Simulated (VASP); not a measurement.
# Na (I4/mmm) in VASP: a series of runs

The runs below take Na through single point, relaxation of cell and atoms, with PBEsol.

All numbers are computed with VASP 6.6.1; they aren't measurements. Logs are shortened: lines on timing, memory, paths and dates and some standing lists are left out, and cuts for length are marked.

## 1. The cell of the first run

It takes space group I4/mmm (No. 139, tetragonal). The conventional cell has a = 3.510 Å, b = 3.510 Å, c = 4.931 Å, α = 90.00°, β = 90.00°, γ = 90.00°. Within 4.6 Å of Na (site symmetry 4/mmm) lie 12 Na at 3.50 to 3.51 Å.

This isn't the form of Na at room conditions, which is bcc.

## 2. Single point, PBEsol

Input file INCAR:

```
SYSTEM = Na
PREC = Accurate
ENCUT = 520
EDIFF = 1E-7
ISMEAR = 0
SIGMA = 0.1
LREAL = .FALSE.
LASPH = .TRUE.
NELM = 80
ALGO = Normal
ISIF = 2
LWAVE = .FALSE.
LCHARG = .FALSE.
GGA = PS
NBANDS = 10
```

Input file KPOINTS:

```
Automatic mesh
0
G
  16 16 16
  0 0 0
```

Input file POSCAR:

```
Na
1.0
   -1.7551645399      1.7551645399      2.4654256317
    1.7551645399     -1.7551645399      2.4654256317
    1.7551645399      1.7551645399     -2.4654256317
Na
1
Direct
    0.0000000000      0.0000000000      0.0000000000
```

Potentials or basis: VASP PAW PBE potentials, release 64 (Na_pv).

On the command line:

```
$ cat potpaw_PBE.64/Na_pv/POTCAR > POTCAR
$ mpirun -np 1 vasp_std > vasp.out
```

OUTCAR:

```text
SYSTEM = Na
   PREC = Accurate
   ENCUT = 520
   EDIFF = 1E-7
   ISMEAR = 0
   LREAL = .FALSE.
   LASPH = .TRUE.
   NELM = 80
   ISIF = 2
   GGA = PS

 ion  position               nearest neighbor table
   1  0.000  0.000  0.000-

  LATTYP: Found a body centered tetragonal cell.
 ALAT       =     3.5103290798
 C/A-ratio  =     1.4046692351

  Lattice vectors:

 A1 = (  -1.7551645399,   1.7551645399,   2.4654256317)
 A2 = (   1.7551645399,  -1.7551645399,   2.4654256317)
 A3 = (   1.7551645399,   1.7551645399,  -2.4654256317)

Analysis of symmetry for initial positions (statically):
=====================================================================
 Subroutine PRICEL returns:
 Original cell was already a primitive cell.

 Routine SETGRP: Setting up the symmetry group for a
 body centered tetragonal supercell.

 Subroutine GETGRP returns: Found 16 space group operations
 (whereof 16 operations were pure point group operations)
 out of a pool of 16 trial point group operations.

The static configuration has the point symmetry D_4h.

Analysis of symmetry for dynamics (positions and initial velocities):
=====================================================================
 Subroutine PRICEL returns:
 Original cell was already a primitive cell.

 Routine SETGRP: Setting up the symmetry group for a
 body centered tetragonal supercell.

 Subroutine GETGRP returns: Found 16 space group operations
 (whereof 16 operations were pure point group operations)
 out of a pool of 16 trial point group operations.

The dynamic configuration has the point symmetry D_4h.

 Subroutine INISYM returns: Found 16 space group operations
 (whereof 16 operations are pure point group operations),
 and found     1 'primitive' translations

----------------------------------------------------------------------------------------

                                     Primitive cell

  volume of cell :      30.3800

  direct lattice vectors                    reciprocal lattice vectors
    -1.755164540  1.755164540  2.465425632     0.000000000  0.284873577  0.202804738
     1.755164540 -1.755164540  2.465425632     0.284873577  0.000000000  0.202804738
     1.755164540  1.755164540 -2.465425632     0.284873577  0.284873577  0.000000000

  length of vectors
     3.498503776  3.498503776  3.498503776     0.349689457  0.349689457  0.402872076

  position of ions in fractional coordinates (direct lattice)
     0.000000000  0.000000000  0.000000000

  ion indices of the primitive-cell ions
   primitive index   ion index
                 1           1

----------------------------------------------------------------------------------------

 KPOINTS: Automatic mesh

Automatic generation of k-mesh.
 Grid dimensions read from file:
 generate k-points for:   16   16   16

 Generating k-lattice:

  Cartesian coordinates                     Fractional coordinates (reciprocal lattice)
     0.000000000  0.017804599  0.012675296     0.062500000  0.000000000  0.000000000
     0.017804599  0.000000000  0.012675296     0.000000000  0.062500000  0.000000000
     0.017804599  0.017804599  0.000000000     0.000000000  0.000000000  0.062500000

  Length of vectors
     0.021855591  0.021855591  0.025179505

  Shift w.r.t. Gamma in fractional coordinates (k-lattice)
     0.000000000  0.000000000  0.000000000

 Subroutine IBZKPT returns following result:
 ===========================================

 Found    349 irreducible k-points:

 Following reciprocal coordinates:
            Coordinates               Weight
  0.000000  0.000000  0.000000      1.000000
  0.062500  0.000000  0.000000      8.000000
  0.125000  0.000000  0.000000      8.000000
  0.187500  0.000000  0.000000      8.000000
  0.250000  0.000000  0.000000      8.000000
  0.312500 -0.000000  0.000000      8.000000
[... 16 lines left out ...]
 -0.125000  0.062500  0.000000     16.000000
 -0.062500  0.062500  0.000000      4.000000
 [... further k-points ...]
   k-points           NKPTS =    349   k-points in BZ     NKDIM =    349   number of bands    NBANDS=     10
   number of dos      NEDOS =    301   number of ions     NIONS =      1
   total plane-waves  NPLWV =  21952
   dimension x,y,z NGX =    28 NGY =   28 NGZ =   28
   dimension x,y,z NGXF=    56 NGYF=   56 NGZF=   56
   ions per type =               1
   NGX,Y,Z   is equivalent  to a cutoff of  13.31, 13.31, 13.31 a.u.
   NGXF,Y,Z  is equivalent  to a cutoff of  26.61, 26.61, 26.61 a.u.
 SYSTEM =  Na
   PREC   = accura    normal or accurate (medium, high low for compatibility)
   ISTART =      0    job   : 0-new  1-cont  2-samecut
   ICHARG =      2    charge: 1-file 2-atom 10-const
   ISPIN  =      1    spin polarized calculation?
   LNONCOLLINEAR =      F non collinear calculations
   LSORBIT =      F    spin-orbit coupling
   LASPH  =      T    aspherical Exc in radial PAW
   ENCUT  =  520.0 eV  38.22 Ry    6.18 a.u.   6.50  6.50  6.50*2*pi/ulx,y,z
   NELM   =     80;   NELMIN=  2; NELMDL= -5     # of ELM steps
   EDIFF  = 0.1E-06   stopping-criterion for ELM
   LREAL  =      F    real-space projection
   EDIFFG = 0.1E-05   stopping-criterion for IOM
   NSW    =      0    number of steps for IOM
   IBRION =     -1    ionic relax: 0-MD 1-quasi-New 2-CG
   NFREE  =      0    steps in history (QN), initial steepest desc. (CG)
   ISIF   =      2    stress and relaxation
   ISYM   =      2    0-nonsym 1-usesym 2-fastsym
   POTIM  = 0.5000    time-step for ionic-motion
   TEBEG  =    0.0;   TEEND  =   0.0 temperature during run
   PSTRESS=    0.0 pullay stress
   NELECT =       7.0000    total number of electrons
   NUPDOWN=      -1.0000    fix difference up-down
   EMIN   =  10.00;   EMAX   =-10.00  energy-range for DOS
   EFERMI =   0.00;   METHOD = LEGACY
   ISMEAR =     0;   SIGMA  =   0.10  broadening in eV -4-tet -1-fermi 0-gaus
   EFERMI_NEDOS =   21; number of points for ismear=-14 and -15
   IALGO  =     38    algorithm
   IMIX   =      4    mixing-type and parameters
     AMIX     =   0.40;   BMIX     =  1.00
     AMIX_MAG =   1.60;   BMIX_MAG =  1.00
  volume/ion in A,a.u.               =      30.38       205.01
  Fermi-wavevector in a.u.,A,eV,Ry     =   1.003641  1.896606 13.705079  1.007295
  Thomas-Fermi vector in A             =   2.136206
   LORBIT       =      0    0 simple, 1 ext, 2 COOP (PROOUT), +10 PAW based schemes
   GGA     = PS    functional components
   LHFCALC =     F    Hartree Fock is set to
   AEXX    =    0.0000 exact exchange contribution
   IVDW    =     0    specifies the selected vdW correction
   LEPSILON=     F    determine dielectric tensor
   LRPA    =     F    only Hartree local field effects (RPA)
 non-spin polarized calculation
 Gauss-broadening in eV      SIGMA  =   0.10
  energy-cutoff  :      520.00
  volume of cell :       30.38
 maximum number of plane-waves:       869
 NGX is ok and might be reduce to    28
   NGX = 13   NGY = 13   NGZ = 13

 number of electron       7.0000003 magnetization

 Free energy of the ion-electron system (eV)
  ---------------------------------------------------
  ext. energy  EPLUGINS =         0.00000000
  ---------------------------------------------------
  free energy    TOTEN  =        -1.36996115 eV

  energy without entropy =       -1.36806901  energy(sigma->0) =       -1.36901508

 E-fermi :   0.9390     XC(G=0):  -7.0526

 val. band max:        0.9362248451   @ k =  -0.2500  -0.4375   0.1875
 cond. band min:       1.0158240512   @ k =  -0.3750   0.3750   0.1250
 fundamental gap:      0.0795992061
 Fermi energy:         0.9390258041

 k-point     1 :       0.0000    0.0000    0.0000
  band No.  band energies     occupation
      1     -23.7172      2.00000
      2     -23.7172      2.00000
      3     -23.7171      2.00000
      4      -2.7912      2.00000
      5      13.2798      0.00000
      6      13.2798      0.00000
      7      13.3065      0.00000
      8      14.5465      0.00000
      9      15.5102      0.00000
     10      15.5146      0.00000

 k-point     2 :       0.0625    0.0000    0.0000
  band No.  band energies     occupation
      1     -23.7199      2.00000
      2     -23.7176      2.00000
      3     -23.7175      2.00000
      4      -2.7162      2.00000
      5      12.1059      0.00000
      6      13.1588      0.00000
      7      13.1826      0.00000
      8      14.8489      0.00000
      9      15.7217      0.00000
     10      15.7245      0.00000

 k-point     3 :       0.1250    0.0000    0.0000
  band No.  band energies     occupation
      1     -23.7278      2.00000
      2     -23.7186      2.00000
      3     -23.7185      2.00000
      4      -2.4920      2.00000
      5      10.4172      0.00000
      6      12.8984      0.00000
      7      12.9348      0.00000
      8      14.5298      0.00000
      9      16.1557      0.00000
     10      16.1751      0.00000

 k-point     4 :       0.1875    0.0000    0.0000
  band No.  band energies     occupation
      1     -23.7395      2.00000
      2     -23.7202      2.00000
      3     -23.7200      2.00000
      4      -2.1210      2.00000
      5       8.7447      0.00000
      6      12.6303      0.00000
      7      12.6807      0.00000
      8      14.1412      0.00000
      9      15.9807      0.00000
     10      16.1089      0.00000

 k-point     5 :       0.2500    0.0000    0.0000
  band No.  band energies     occupation
      1     -23.7532      2.00000
      2     -23.7221      2.00000
      3     -23.7217      2.00000
      4      -1.6073      2.00000
      5       7.1505      0.00000
      6      12.4121      0.00000
      7      12.4765      0.00000
      8      13.8264      0.00000
      9      15.3263      0.00000
     10      15.4706      0.00000

 k-point     6 :       0.3125   -0.0000    0.0000
  band No.  band energies     occupation
      1     -23.7669      2.00000
      2     -23.7240      2.00000
      3     -23.7235      2.00000
      4      -0.9558      2.00000
      5       5.6556      0.00000
      6      12.2608      0.00000
      7      12.3390      0.00000
      8      13.6124      0.00000
      9      14.7226      0.00000
     10      14.8614      0.00000
[... 183 lines left out ...]
 k-point    21 :      -0.2500    0.0625    0.0000
  band No.  band energies     occupation
      1     -23.7489      2.00000
      2     -23.7229      2.00000
      3     -23.7217      2.00000
      4      -1.7308      2.00000
      5       7.7210      0.00000
      6      11.7886      0.00000
      7      12.1829      0.00000
      8      14.2831      0.00000
      9      15.0548      0.00000
     10      16.5926      0.00000

 k-point    22 :      -0.1875    0.0625    0.0000
  band No.  band energies     occupation
      1     -23.7360      2.00000
      2     -23.7211      2.00000
      3     -23.7200      2.00000
      4      -2.1963      2.00000
      5       9.3292      0.00000
      6      12.0298      0.00000
      7      12.4886      0.00000
      8      14.6299      0.00000
      9      15.3907      0.00000
     10      16.4223      0.00000

 k-point    23 :      -0.1250    0.0625    0.0000
  band No.  band energies     occupation
      1     -23.7257      2.00000
      2     -23.7194      2.00000
      3     -23.7188      2.00000
      4      -2.5177      2.00000
      5      10.9742      0.00000
      6      12.3601      0.00000
      7      12.7133      0.00000
      8      14.6434      0.00000
      9      15.7138      0.00000
     10      16.6730      0.00000

 k-point    24 :      -0.0625    0.0625    0.0000
  band No.  band energies     occupation
      1     -23.7199      2.00000
      2     -23.7181      2.00000
      3     -23.7181      2.00000
      4      -2.6917      2.00000
      5      12.3598      0.00000
      6      12.7508      0.00000
      7      12.7693      0.00000
      8      14.8849      0.00000
      9      15.6563      0.00000
     10      16.2276      0.00000

 [... further k-points ...]

------------------------ aborting loop because EDIFF is reached ----------------------------------------

  FORCE on cell =-STRESS in cart. coord.  units (eV):
  Direction    XX          YY          ZZ          XY          YZ          ZX
  --------------------------------------------------------------------------------------
  -------------------------------------------------------------------------------------
  Total        0.3702058      0.3702058      0.3761539      0.0000000     -0.0000000      0.0000000
  in kB       19.5238820     19.5238820     19.8375768      0.0000000     -0.0000000      0.0000000
  external PRESSURE =      19.6284469 kB  Pullay stress =       0.0000000 kB

 VOLUME and BASIS-vectors are now :
 -----------------------------------------------------------------------------
  energy-cutoff  :      520.00
  volume of cell :       30.38
      direct lattice vectors                 reciprocal lattice vectors
    -1.755164540  1.755164540  2.465425632     0.000000000  0.284873577  0.202804738
     1.755164540 -1.755164540  2.465425632     0.284873577  0.000000000  0.202804738
     1.755164540  1.755164540 -2.465425632     0.284873577  0.284873577  0.000000000

 POSITION                                       TOTAL-FORCE (eV/Angst)
 -----------------------------------------------------------------------------------
      0.00000      0.00000      0.00000         0.000000     -0.000000      0.000000
 -----------------------------------------------------------------------------------
    total drift:                               -0.000000     -0.000000     -0.000000

  FREE ENERGIE OF THE ION-ELECTRON SYSTEM (eV)
  ---------------------------------------------------
  free  energy   TOTEN  =        -1.3699611455 eV

  energy  without entropy=       -1.3680690108  energy(sigma->0) =       -1.36901508
```

It took 30 s on 1 thread of Intel Xeon 6975P-C (Granite Rapids), shared host; peak memory 0.21 GiB.

Results:

* Free energy: -1.3700 eV
* Pressure: 2.0 GPa
* Band gap on the k mesh: zero (an odd number of electrons rules out a gap without spin polarisation)

Levels at points of the mesh, in eV from the Fermi level:
```
           k point  band 2  band 3  band 4  band 5  band 6  band 7
(0.00, 0.00, 0.00)  -24.66  -24.66   -3.73   12.34   12.34   12.37
(0.50, 0.00, 0.00)  -24.67  -24.67    0.56    1.17   11.19   11.30
(0.50, 0.50, 0.00)  -24.68  -24.68    1.97    2.55    6.86    8.22
(0.50, 0.50, 0.50)  -24.68  -24.68    2.05    2.62    6.79    8.13
```

Caveat: the PAW data sets were made with another functional, which shifts forces and pressure a little.

## 3. Single point, PBEsol

This run uses another cell than the first one, of 18.12 Å³/atom.

Input file INCAR:

```
SYSTEM = Na
PREC     = Accurate       ! precision mode
ENCUT    = 520            ! plane-wave cutoff, eV
EDIFF    = 1E-6           ! SCF threshold, eV
ISMEAR   = 0              ! smearing method
SIGMA    = 0.1            ! smearing width, eV
LREAL    = .False.        ! projectors in reciprocal space
LASPH    = .True.         ! aspherical terms in the spheres
NELM     = 100            ! most SCF steps
ALGO     = Normal         ! electronic algorithm
ISIF     = 2              ! what is computed and relaxed
LWAVE    = .False.        ! write WAVECAR
LCHARG   = .False.        ! write CHGCAR
GGA      = PS             ! functional
NBANDS   = 10             ! bands
```

Input file KPOINTS:

```
regular mesh
0
Gamma
  20 20 20
  0 0 0
```

Input file POSCAR:

```
Na
1.0
   -1.4781925429      1.4781925429      2.0732787811
    1.4781925429     -1.4781925429      2.0732787811
    1.4781925429      1.4781925429     -2.0732787811
Na
1
Direct
    0.0000000000      0.0000000000      0.0000000000
```

Potentials or basis: VASP PAW PBE potentials, release 64 (Na_pv).

On the command line:

```
$ cat potpaw_PBE.64/Na_pv/POTCAR > POTCAR
$ mpirun -np 1 vasp_std > vasp.out
```

OUTCAR:

```text
SYSTEM = Na
   PREC = Accurate
   ENCUT = 520
   EDIFF = 1E-6
   ISMEAR = 0
   LREAL = .False.
   LASPH = .True.
   NELM = 100
   ISIF = 2
   GGA = PS

 ion  position               nearest neighbor table
   1  0.000  0.000  0.000-

  LATTYP: Found a body centered tetragonal cell.
 ALAT       =     2.9563850858
 C/A-ratio  =     1.4025769451

  Lattice vectors:

 A1 = (  -1.4781925429,   1.4781925429,   2.0732787811)
 A2 = (   1.4781925429,  -1.4781925429,   2.0732787811)
 A3 = (   1.4781925429,   1.4781925429,  -2.0732787811)
[... 492 lines left out ...]

 [... further k-points ...]

------------------------ aborting loop because EDIFF is reached ----------------------------------------

  FORCE on cell =-STRESS in cart. coord.  units (eV):
  Direction    XX          YY          ZZ          XY          YZ          ZX
  --------------------------------------------------------------------------------------
  -------------------------------------------------------------------------------------
  Total        2.2474633      2.2474633      2.2496280      0.0000000      0.0000000      0.0000000
  in kB      198.7117216    198.7117216    198.9031153      0.0000000      0.0000000      0.0000000
  external PRESSURE =     198.7755195 kB  Pullay stress =       0.0000000 kB

 VOLUME and BASIS-vectors are now :
 -----------------------------------------------------------------------------
  energy-cutoff  :      520.00
  volume of cell :       18.12
      direct lattice vectors                 reciprocal lattice vectors
    -1.478192543  1.478192543  2.073278781     0.000000000  0.338250928  0.241163902
     1.478192543 -1.478192543  2.073278781     0.338250928  0.000000000  0.241163902
     1.478192543  1.478192543 -2.073278781     0.338250928  0.338250928  0.000000000

 POSITION                                       TOTAL-FORCE (eV/Angst)
 -----------------------------------------------------------------------------------
      0.00000      0.00000      0.00000         0.000000      0.000000      0.000000
 -----------------------------------------------------------------------------------
    total drift:                               -0.000000      0.000000     -0.000000

  FREE ENERGIE OF THE ION-ELECTRON SYSTEM (eV)
  ---------------------------------------------------
  free  energy   TOTEN  =        -0.7494414741 eV

  energy  without entropy=       -0.7474304909  energy(sigma->0) =       -0.74843598
```

OSZICAR:

```text
N       E                     dE             d eps       ncg     rms          rms(c)
DAV:   1     0.342066560311E+02    0.34207E+02   -0.39913E+03 12900   0.729E+02
DAV:   2    -0.735233253831E-01   -0.34280E+02   -0.33990E+02 13720   0.183E+02
DAV:   3    -0.758276168155E+00   -0.68475E+00   -0.68422E+00 15192   0.253E+01
DAV:   4    -0.761268202299E+00   -0.29920E-02   -0.29918E-02 14800   0.163E+00
DAV:   5    -0.761286500419E+00   -0.18298E-04   -0.18298E-04 14370   0.127E-01    0.520E-01
DAV:   6    -0.753624840264E+00    0.76617E-02   -0.50234E-03 15802   0.112E+00    0.300E-01
DAV:   7    -0.749571870244E+00    0.40530E-02   -0.45258E-03 17804   0.950E-01    0.531E-02
DAV:   8    -0.749441024223E+00    0.13085E-03   -0.32762E-04 14568   0.325E-01    0.288E-03
DAV:   9    -0.749441474149E+00   -0.44993E-06   -0.17281E-06 13686   0.162E-02
   1 F= -.74944147E+00 E0= -.74843598E+00  d E =-.201098E-02
```

Wall time 22 s (1 thread of Intel Xeon 6975P-C (Granite Rapids), shared host); peak memory 0.21 GiB.

Results:

- Free energy: -0.7494 eV
- Pressure: 19.9 GPa
- Band gap on the k mesh: zero (an odd number of electrons rules out a gap without spin polarisation)

Levels at points of the mesh, in eV from the Fermi level:
```tsv
k point	band 1	band 2	band 3	band 4	band 5	band 6	band 7	band 8
(0.00, 0.00, 0.00)	-24.80	-24.80	-24.79	-5.23	16.02	16.02	16.06	17.91
(0.50, 0.00, 0.00)	-25.16	-24.84	-24.83	0.66	1.70	14.39	14.57	16.40
(0.50, 0.50, 0.00)	-25.13	-24.91	-24.91	2.78	3.00	8.34	11.65	11.68
(0.50, 0.50, 0.50)	-25.12	-24.92	-24.92	2.93	3.08	8.23	11.52	11.52
```

Caveat: the cell stands under pressure; the PAW data sets were made with another functional, which shifts forces and pressure a little.

[end of part 1 of 3]

The gap in the log of VASP goes by the Fermi energy; the results here count the filled bands.